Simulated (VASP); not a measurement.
# CdSe (F-43m) in VASP: further runs

CdSe is run at these levels: r2SCAN; tasks: relaxation of cell and atoms, single point.

Program: VASP 6.6.1. These are calculated values, not measurements. Logs are shortened: lines on timing, memory, paths and dates and some standing lists are left out, and cuts for length are marked.

**1. The cell of the first run**

The structure is cubic, space group F-43m (No. 216). The conventional cell has a = 6.134 Å, b = 6.134 Å, c = 6.134 Å, α = 90.00°, β = 90.00°, γ = 90.00°. Cd (site symmetry -43m) has 4 Se at 2.66 Å within 3.5 Å. Se (site symmetry -43m) has 4 Cd at 2.66 Å within 3.5 Å.

**2. Relaxation of cell and atoms, r2SCAN, target pressure 15 GPa, at which the enthalpy is minimised**

POSCAR reads:

```
CdSe
1.0
    3.0667787416      3.0667787416      0.0000000000
   -3.0667787416      3.0667787416      0.0000000000
    0.0000000000      3.0667787416      3.0667787416
Cd Se
1 1
Direct
    0.0000000000      0.0000000000      0.0000000000
    0.7500000000      0.2500000000      0.5000000000
```

INCAR.step1 reads:

```
PREC = Accurate
ENCUT = 600
ISMEAR = 0
SIGMA = 0.01
LREAL = F
LASPH = T
NELM = 60
GGA = PE
ALGO = Normal
EDIFF = 1E-4
LWAVE = T
LCHARG = F
```

INCAR.step2 reads:

```
PREC = Accurate
ENCUT = 600
EDIFF = 1E-7
ISMEAR = 0
SIGMA = 0.01
LREAL = F
LASPH = T
NELM = 60
ALGO = Normal
ISIF = 3
LWAVE = F
LCHARG = F
METAGGA = R2SCAN
LMIXTAU = T
IBRION = 2
NSW = 100
EDIFFG = -0.002
PSTRESS = 150.0
ISTART = 1
```

KPOINTS reads:

```
Automatic mesh
0
Gamma
  6 6 6
```

Potentials or basis: VASP PAW PBE potentials, release 64 (Cd, Se).

Run with:

```console
cat potpaw_PBE.64/Cd/POTCAR potpaw_PBE.64/Se/POTCAR > POTCAR
cp INCAR.step1 INCAR
mpirun -np 1 vasp_std > vasp.out
cp INCAR.step2 INCAR
mpirun -np 1 vasp_std > vasp.out
```

OUTCAR:

```text
PREC = Accurate
   ENCUT = 600
   EDIFF = 1E-7
   ISMEAR = 0
   LREAL = F
   LASPH = T
   NELM = 60
   ISIF = 3
   METAGGA = R2SCAN
   IBRION = 2
   NSW = 100
   EDIFFG = -0.002
   PSTRESS = 150.0
   ISTART = 1

 ion  position               nearest neighbor table
   1  0.000  0.000  0.000-   2 2.66   2 2.66   2 2.66   2 2.66
   2  0.750  0.250  0.500-   1 2.66   1 2.66   1 2.66   1 2.66

  LATTYP: Found a face centered cubic cell.
 ALAT       =     6.1335574832

  Lattice vectors:

 A1 = (   0.0000000000,   3.0667787416,   3.0667787416)
 A2 = (   3.0667787416,   0.0000000000,   3.0667787416)
 A3 = (   3.0667787416,   3.0667787416,   0.0000000000)

Analysis of symmetry for initial positions (statically):
=====================================================================
 Subroutine PRICEL returns:
 Original cell was already a primitive cell.

 Routine SETGRP: Setting up the symmetry group for a
 face centered cubic supercell.

 Subroutine GETGRP returns: Found 24 space group operations
 (whereof 24 operations were pure point group operations)
 out of a pool of 48 trial point group operations.

The static configuration has the point symmetry T_d .

Analysis of symmetry for dynamics (positions and initial velocities):
=====================================================================
 Subroutine PRICEL returns:
 Original cell was already a primitive cell.

 Routine SETGRP: Setting up the symmetry group for a
 face centered cubic supercell.

 Subroutine GETGRP returns: Found 24 space group operations
 (whereof 24 operations were pure point group operations)
 out of a pool of 48 trial point group operations.

The dynamic configuration has the point symmetry T_d .

 Subroutine INISYM returns: Found 24 space group operations
 (whereof 24 operations are pure point group operations),
 and found     1 'primitive' translations

----------------------------------------------------------------------------------------

                                     Primitive cell

  volume of cell :      57.6869

  direct lattice vectors                    reciprocal lattice vectors
     3.066778742  3.066778742  0.000000000     0.163037520  0.163037520 -0.163037520
    -3.066778742  3.066778742  0.000000000    -0.163037520  0.163037520 -0.163037520
     0.000000000  3.066778742  3.066778742     0.000000000  0.000000000  0.326075040

  length of vectors
     4.337080089  4.337080089  4.337080089     0.282389268  0.282389268  0.326075040

  position of ions in fractional coordinates (direct lattice)
     0.000000000  0.000000000  0.000000000
     0.750000000  0.250000000  0.500000000

  ion indices of the primitive-cell ions
   primitive index   ion index
[... 58 lines left out ...]
   ICHARG =      0    charge: 1-file 2-atom 10-const
   ISPIN  =      1    spin polarized calculation?
   LNONCOLLINEAR =      F non collinear calculations
   LSORBIT =      F    spin-orbit coupling
   LASPH  =      T    aspherical Exc in radial PAW
   ENCUT  =  600.0 eV  44.10 Ry    6.64 a.u.   8.66  8.66  8.66*2*pi/ulx,y,z
   NELM   =     60;   NELMIN=  2; NELMDL=  0     # of ELM steps
   EDIFF  = 0.1E-06   stopping-criterion for ELM
   LREAL  =      F    real-space projection
   EDIFFG = -.2E-02   stopping-criterion for IOM
   NSW    =    100    number of steps for IOM
   IBRION =      2    ionic relax: 0-MD 1-quasi-New 2-CG
   NFREE  =      1    steps in history (QN), initial steepest desc. (CG)
   ISIF   =      3    stress and relaxation
   ISYM   =      2    0-nonsym 1-usesym 2-fastsym
   POTIM  = 0.5000    time-step for ionic-motion
   TEBEG  =    0.0;   TEEND  =   0.0 temperature during run
   PSTRESS=  150.0 pullay stress
   NELECT =      18.0000    total number of electrons
   NUPDOWN=      -1.0000    fix difference up-down
   EMIN   =  10.00;   EMAX   =-10.00  energy-range for DOS
   EFERMI =   0.00;   METHOD = LEGACY
   ISMEAR =     0;   SIGMA  =   0.01  broadening in eV -4-tet -1-fermi 0-gaus
   EFERMI_NEDOS =   21; number of points for ismear=-14 and -15
   IALGO  =     38    algorithm
   IMIX   =      4    mixing-type and parameters
     AMIX     =   0.40;   BMIX     =  1.00
     AMIX_MAG =   1.60;   BMIX_MAG =  1.00
  volume/ion in A,a.u.               =      28.84       194.65
  Fermi-wavevector in a.u.,A,eV,Ry     =   1.110384  2.098322 16.775341  1.232953
  Thomas-Fermi vector in A             =   2.246935
   LORBIT       =      0    0 simple, 1 ext, 2 COOP (PROOUT), +10 PAW based schemes
   METAGGA = R2SCAN    functional components
   LHFCALC =     F    Hartree Fock is set to
   AEXX    =    0.0000 exact exchange contribution
   IVDW    =     0    specifies the selected vdW correction
   LEPSILON=     F    determine dielectric tensor
   LRPA    =     F    only Hartree local field effects (RPA)
 conjugate gradient relaxation of ions
 non-spin polarized calculation
 Gauss-broadening in eV      SIGMA  =   0.01
  energy-cutoff  :      600.00
  volume of cell :       57.69
 maximum number of plane-waves:      1964
 NGX is ok and might be reduce to    36
   NGX = 17   NGY = 17   NGZ = 17

--------------------------------------- Ionic step        1  -------------------------------------------

 number of electron      17.9999997 magnetization

 Free energy of the ion-electron system (eV)
  ---------------------------------------------------
  ext. energy  EPLUGINS =         0.00000000
  ---------------------------------------------------
  free energy    TOTEN  =       -35.91339801 eV

  energy without entropy =      -35.91339801  energy(sigma->0) =      -35.91339801

 E-fermi :   0.5526     XC(G=0):  -9.3069

 val. band max:        0.4479772283   @ k =   0.0000   0.0000   0.0000
 cond. band min:       1.4763175945   @ k =   0.0000   0.0000   0.0000
 fundamental gap:      1.0283403662
 Fermi energy:         0.5526093197

 k-point     1 :       0.0000    0.0000    0.0000
  band No.  band energies     occupation
      1     -12.4283      2.00000
      2      -7.6407      2.00000
      3      -7.6407      2.00000
      4      -7.6407      2.00000
      5      -7.2673      2.00000
      6      -7.2673      2.00000
      7       0.4480      2.00000
      8       0.4480      2.00000
      9       0.4480      2.00000
     10       1.4763      0.00000
     11       6.9190      0.00000
     12       6.9191      0.00000
     13       6.9191      0.00000
[... 465 lines left out ...]
--------------------------------------- Ionic step        7  -------------------------------------------

 number of electron      18.0000001 magnetization

 Free energy of the ion-electron system (eV)
  ---------------------------------------------------
  ext. energy  EPLUGINS =         0.00000000
  ---------------------------------------------------
  free energy    TOTEN  =       -35.52392111 eV

  energy without entropy =      -35.52392111  energy(sigma->0) =      -35.52392111

 E-fermi :   2.1763     XC(G=0): -10.2193

 val. band max:        2.0762165680   @ k =   0.0000   0.0000   0.0000
 cond. band min:       3.5090516590   @ k =   0.0000   0.0000   0.0000
 fundamental gap:      1.4328350910
 Fermi energy:         2.1762814611

 k-point     1 :       0.0000    0.0000    0.0000
  band No.  band energies     occupation
      1     -12.0300      2.00000
      2      -6.8004      2.00000
      3      -6.8004      2.00000
      4      -6.8004      2.00000
      5      -6.1800      2.00000
      6      -6.1800      2.00000
      7       2.0762      2.00000
      8       2.0762      2.00000
      9       2.0762      2.00000
     10       3.5091      0.00000
     11       8.4850      0.00000
     12       8.4850      0.00000
     13       8.4850      0.00000
[... 271 lines left out ...]
  energy  without entropy=      -35.5239211068  energy(sigma->0) =      -35.52392111

  enthalpy is  TOTEN    =       -31.0314396952 eV   P V=        4.4924814116

 reached required accuracy - stopping structural energy minimisation
```

OUTCAR.step1:

```text
PREC = Accurate
   ENCUT = 600
   ISMEAR = 0
   LREAL = F
   LASPH = T
[... 466 lines left out ...]
 -----------------------------------------------------------------------------------
      0.00000      0.00000      0.00000         0.000000      0.000000      0.000000
      1.53339      4.60017      1.53339        -0.000000     -0.000000      0.000000
 -----------------------------------------------------------------------------------
    total drift:                               -0.000000     -0.000000      0.000000

  FREE ENERGIE OF THE ION-ELECTRON SYSTEM (eV)
  ---------------------------------------------------
  free  energy   TOTEN  =        -5.4841565074 eV

  energy  without entropy=       -5.4841565074  energy(sigma->0) =       -5.48415651
```

It took 2.9 min on 1 thread of Intel Xeon 6975P-C (Granite Rapids), shared host; peak memory 0.23 GiB.

Results:

- Free energy: -35.5239 eV
- Relaxed volume: 23.99 Å³/atom
- Relaxed cell: a = 4.079 Å, b = 4.079 Å, c = 4.079 Å, α = 60.00°, β = 60.00°, γ = 90.00°
- Space group after relaxing (to 0.1 Å): F-43m (No. 216)
- Energy change on relaxing (the run minimises the enthalpy): +194.7 meV/atom
- Ionic steps: 7
- Pressure after relaxing: 15.0 GPa
- Band gap on the k mesh: 1.43 eV

The path:
| step | energy change (eV) | largest force (eV/Å) | pressure (GPa) | volume (Å³) |
| --- | --- | --- | --- | --- |
| 1 | 0.0000 | 0.0000 | 0.20 | 57.69 |
| 2 | 2.3492 | 0.0000 | 56.28 | 38.18 |
| 3 | 0.3463 | 0.0000 | 13.89 | 48.46 |
| 4 | 0.3788 | 0.0000 | 14.73 | 48.10 |
| 5 | 0.3956 | 0.0000 | 15.16 | 47.92 |
| 6 | 0.3814 | 0.0000 | 14.80 | 48.07 |
| 7 | 0.3895 | 0.0000 | 15.01 | 47.99 |

Final structure:
```
Cd Se
1.0
     2.88420    2.88420    0.00000
    -2.88420    2.88420    0.00000
     0.00000    2.88420    2.88420
Cd Se
1 1
Direct
  0.00000 0.00000 0.00000
  0.75000 0.25000 0.50000
```

Caveat: the cell is relaxed towards a set pressure, so the run minimises the enthalpy, not the energy; the volume moved by over 15 % at a fixed basis, so the end points are rough; the PAW data sets were made with another functional, which shifts forces and pressure a little.

**3. Single point, r2SCAN**

This run uses another cell than the first one, of 23.88 Å³/atom.

POSCAR reads:

```
CdSe
1.0
    2.8797105629      2.8797105629      0.0000000000
   -2.8797105629      2.8797105629      0.0000000000
    0.0000000000      2.8797105629      2.8797105629
Cd Se
1 1
Direct
    0.0000000000      0.0000000000      0.0000000000
    0.7500000000      0.2500000000      0.5000000000
```

INCAR.step1 reads:

```
ALGO = Normal
EDIFF = 1E-4
ENCUT = 520
GGA = PE
ISMEAR = 0
LASPH = T
LCHARG = F
LREAL = F
LWAVE = T
NBANDS = 16
NELM = 60
PREC = Accurate
SIGMA = 0.01
```

INCAR.step2 reads:

```
ALGO = Normal
EDIFF = 1E-7
ENCUT = 520
ISIF = 2
ISMEAR = 0
ISTART = 1
LASPH = T
LCHARG = F
LMIXTAU = T
LREAL = F
LWAVE = F
METAGGA = R2SCAN
NBANDS = 16
NELM = 60
PREC = Accurate
SIGMA = 0.01
```

KPOINTS reads:

```
k-points
0
Gamma
  6 6 6
```

Potentials or basis: VASP PAW PBE potentials, release 64 (Cd, Se).

Run with:

```console
cat potpaw_PBE.64/Cd/POTCAR potpaw_PBE.64/Se/POTCAR > POTCAR
cp INCAR.step1 INCAR
mpirun -np 1 vasp_std > vasp.out
cp INCAR.step2 INCAR
mpirun -np 1 vasp_std > vasp.out
```

OUTCAR:

```text
EDIFF = 1E-7
   ENCUT = 520
   ISIF = 2
   ISMEAR = 0
   ISTART = 1
   LASPH = T
   LREAL = F
   METAGGA = R2SCAN
   NELM = 60
   PREC = Accurate

 ion  position               nearest neighbor table
   1  0.000  0.000  0.000-   2 2.49   2 2.49   2 2.49   2 2.49
   2  0.750  0.250  0.500-   1 2.49   1 2.49   1 2.49   1 2.49

  LATTYP: Found a face centered cubic cell.
 ALAT       =     5.7594211258

  Lattice vectors:

 A1 = (   0.0000000000,   2.8797105629,   2.8797105629)
 A2 = (   2.8797105629,   0.0000000000,   2.8797105629)
 A3 = (   2.8797105629,   2.8797105629,   0.0000000000)

Analysis of symmetry for initial positions (statically):
=====================================================================
 Subroutine PRICEL returns:
 Original cell was already a primitive cell.

 Routine SETGRP: Setting up the symmetry group for a
 face centered cubic supercell.

 Subroutine GETGRP returns: Found 24 space group operations
 (whereof 24 operations were pure point group operations)
 out of a pool of 48 trial point group operations.

The static configuration has the point symmetry T_d .

Analysis of symmetry for dynamics (positions and initial velocities):
=====================================================================
 Subroutine PRICEL returns:
 Original cell was already a primitive cell.

 Routine SETGRP: Setting up the symmetry group for a
 face centered cubic supercell.

 Subroutine GETGRP returns: Found 24 space group operations
 (whereof 24 operations were pure point group operations)
 out of a pool of 48 trial point group operations.

The dynamic configuration has the point symmetry T_d .

 Subroutine INISYM returns: Found 24 space group operations
 (whereof 24 operations are pure point group operations),
 and found     1 'primitive' translations

----------------------------------------------------------------------------------------

[... 101 lines left out ...]
   IMIX   =      4    mixing-type and parameters
     AMIX     =   0.40;   BMIX     =  1.00
     AMIX_MAG =   1.60;   BMIX_MAG =  1.00
  volume/ion in A,a.u.               =      23.88       161.15
  Fermi-wavevector in a.u.,A,eV,Ry     =   1.182515  2.234630 19.025609  1.398343
  Thomas-Fermi vector in A             =   2.318768
   LORBIT       =      0    0 simple, 1 ext, 2 COOP (PROOUT), +10 PAW based schemes
   METAGGA = R2SCAN    functional components
   LHFCALC =     F    Hartree Fock is set to
   AEXX    =    0.0000 exact exchange contribution
   IVDW    =     0    specifies the selected vdW correction
   LEPSILON=     F    determine dielectric tensor
   LRPA    =     F    only Hartree local field effects (RPA)
 non-spin polarized calculation
 Gauss-broadening in eV      SIGMA  =   0.01
  energy-cutoff  :      520.00
  volume of cell :       47.76
 maximum number of plane-waves:      1303
   NGX = 15   NGY = 15   NGZ = 15

 number of electron      18.0000008 magnetization

 Free energy of the ion-electron system (eV)
  ---------------------------------------------------
  ext. energy  EPLUGINS =         0.00000000
  ---------------------------------------------------
  free energy    TOTEN  =       -35.49811706 eV

  energy without entropy =      -35.49811706  energy(sigma->0) =      -35.49811706

 E-fermi :   2.1778     XC(G=0): -10.2436

 val. band max:        2.1237426718   @ k =   0.0000   0.0000   0.0000
 cond. band min:       3.5655729140   @ k =   0.0000   0.0000   0.0000
 fundamental gap:      1.4418302421
 Fermi energy:         2.1777637716

 k-point     1 :       0.0000    0.0000    0.0000
  band No.  band energies     occupation
      1     -12.0196      2.00000
      2      -6.7781      2.00000
      3      -6.7781      2.00000
      4      -6.7781      2.00000
      5      -6.1503      2.00000
      6      -6.1503      2.00000
[... 281 lines left out ...]
      3      -6.4249      2.00000
      4      -6.2635      2.00000
      5      -6.1094      2.00000
      6      -5.4312      2.00000
[... 8 lines left out ...]
     15      16.3707      0.00000
     16      16.5175      0.00000

------------------------ aborting loop because EDIFF is reached ----------------------------------------

  FORCE on cell =-STRESS in cart. coord.  units (eV):
  Direction    XX          YY          ZZ          XY          YZ          ZX
  --------------------------------------------------------------------------------------
  -------------------------------------------------------------------------------------
  Total        4.6468144      4.6468144      4.6468144      0.0000000      0.0000000     -0.0000000
  in kB      155.8796391    155.8796391    155.8796391      0.0000000      0.0000000     -0.0000000
  external PRESSURE =     155.8796391 kB  Pullay stress =       0.0000000 kB

 VOLUME and BASIS-vectors are now :
 -----------------------------------------------------------------------------
  energy-cutoff  :      520.00
  volume of cell :       47.76
      direct lattice vectors                 reciprocal lattice vectors
     2.879710563  2.879710563  0.000000000     0.173628561  0.173628561 -0.173628561
    -2.879710563  2.879710563  0.000000000    -0.173628561  0.173628561 -0.173628561
     0.000000000  2.879710563  2.879710563     0.000000000  0.000000000  0.347257121

 POSITION                                       TOTAL-FORCE (eV/Angst)
 -----------------------------------------------------------------------------------
      0.00000      0.00000      0.00000         0.000000      0.000000      0.000000
      1.43986      4.31957      1.43986        -0.000000     -0.000000      0.000000
 -----------------------------------------------------------------------------------
    total drift:                               -0.000004     -0.000000      0.000000

  FREE ENERGIE OF THE ION-ELECTRON SYSTEM (eV)
  ---------------------------------------------------
  free  energy   TOTEN  =       -35.4981170593 eV

  energy  without entropy=      -35.4981170593  energy(sigma->0) =      -35.49811706
```

OUTCAR.step1:

```text
EDIFF = 1E-4
   ENCUT = 520
   GGA = PE
   ISMEAR = 0
   LASPH = T
[... 513 lines left out ...]
 -----------------------------------------------------------------------------------
      0.00000      0.00000      0.00000        -0.000000     -0.000000     -0.000000
      1.43986      4.31957      1.43986         0.000000      0.000000      0.000000
 -----------------------------------------------------------------------------------
    total drift:                               -0.000000     -0.000000      0.000000

  FREE ENERGIE OF THE ION-ELECTRON SYSTEM (eV)
  ---------------------------------------------------
  free  energy   TOTEN  =        -4.9771924286 eV

  energy  without entropy=       -4.9771924286  energy(sigma->0) =       -4.97719243
```

OSZICAR.step1:

```text
N       E                     dE             d eps       ncg     rms          rms(c)
DAV:   1     0.112402920748E+03    0.11240E+03   -0.91023E+03   512   0.104E+03
DAV:   2    -0.137115949809E+01   -0.11377E+03   -0.10735E+03   640   0.255E+02
DAV:   3    -0.533573751700E+01   -0.39646E+01   -0.39606E+01   616   0.500E+01
DAV:   4    -0.535127265404E+01   -0.15535E-01   -0.15534E-01   640   0.309E+00
DAV:   5    -0.535136576203E+01   -0.93108E-04   -0.93108E-04   632   0.205E-01    0.910E+00
DAV:   6    -0.500442035483E+01    0.34695E+00   -0.49589E-01   744   0.998E+00    0.673E+00
DAV:   7    -0.497669872748E+01    0.27722E-01   -0.19289E-01   576   0.307E+00    0.245E+00
DAV:   8    -0.497712323966E+01   -0.42451E-03   -0.21181E-02   568   0.191E+00    0.306E-01
DAV:   9    -0.497712877302E+01   -0.55334E-05   -0.20365E-03   600   0.631E-01    0.791E-02
DAV:  10    -0.497719242861E+01   -0.63656E-04   -0.16809E-04   536   0.180E-01
   1 F= -.49771924E+01 E0= -.49771924E+01  d E =-.358135E-24
```

Run time: 74 s. Hardware: 1 thread of Intel Xeon 8259CL, shared host; peak memory 0.18 GiB.

Results:

```
Free energy            : -35.4981 eV
Pressure               : 15.6 GPa
Band gap on the k mesh : 1.44 eV
```

Caveat: the cell stands under pressure; the PAW data sets were made with another functional, which shifts forces and pressure a little.
